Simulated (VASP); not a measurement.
Wanted: the native input for a VASP 6.6.1 run.

| Item | Value |
| --- | --- |
| Task | single point |
| Functional | PBE |
| Potentials or basis | VASP PAW PBE potentials, release 64 (Hf_pv) |
| Cutoff | 520 eV |
| k mesh | 12 × 12 × 12 |
| Occupations | fermi-dirac, width 0.1 eV |
| Spin | no spin polarisation |
| Dipole correction | no |
| Further INCAR settings | ALGO = Normal; EDIFF = 1e-06; NBANDS = 17 |

The structure of Hf lies in POSCAR:

```
Hf
1.0
    0.0000000000      2.4115609420      2.4115609420
    2.4115609420      0.0000000000      2.4115609420
    2.4115609420      2.4115609420      0.0000000000
Hf
2
Direct
   -0.1250000000     -0.1250000000     -0.1250000000
    0.1250000000      0.1250000000      0.1250000000
```

This cell differs from its parent crystal: volume scaled by 0.4.

These files were run (other wordings do the same):

INCAR

```
PREC     = Accurate       # precision mode
ENCUT    = 520            # plane-wave cutoff, eV
EDIFF    = 1E-6           # SCF threshold, eV
ISMEAR   = -1             # smearing method
SIGMA    = 0.1            # smearing width, eV
LREAL    = False          # projectors in reciprocal space
LASPH    = True           # aspherical terms in the spheres
NELM     = 100            # most SCF steps
ALGO     = Normal         # electronic algorithm
ISIF     = 2              # what is computed and relaxed
LWAVE    = False          # write WAVECAR
LCHARG   = False          # write CHGCAR
GGA      = PE             # functional
NBANDS   = 17             # bands
```

KPOINTS

```
regular mesh
0
Gamma
  12 12 12
```

Potentials or basis: VASP PAW PBE potentials, release 64 (Hf_pv).

Launch:

```console
$ cat potpaw_PBE.64/Hf_pv/POTCAR > POTCAR
$ mpirun -np 1 vasp_std > vasp.out
```

Results of the run:

- Pressure: 175.6 GPa
- Band gap on the k mesh: zero (band 10 reaches 9.36 eV, above the bottom of band 11 at 7.18 eV)

Caveat: spin-orbit coupling is left out, which moves the levels of the heavy elements.

Run time: 64 s on 1 thread of AMD EPYC 7R13 (shared host), peak memory 0.14 GiB.
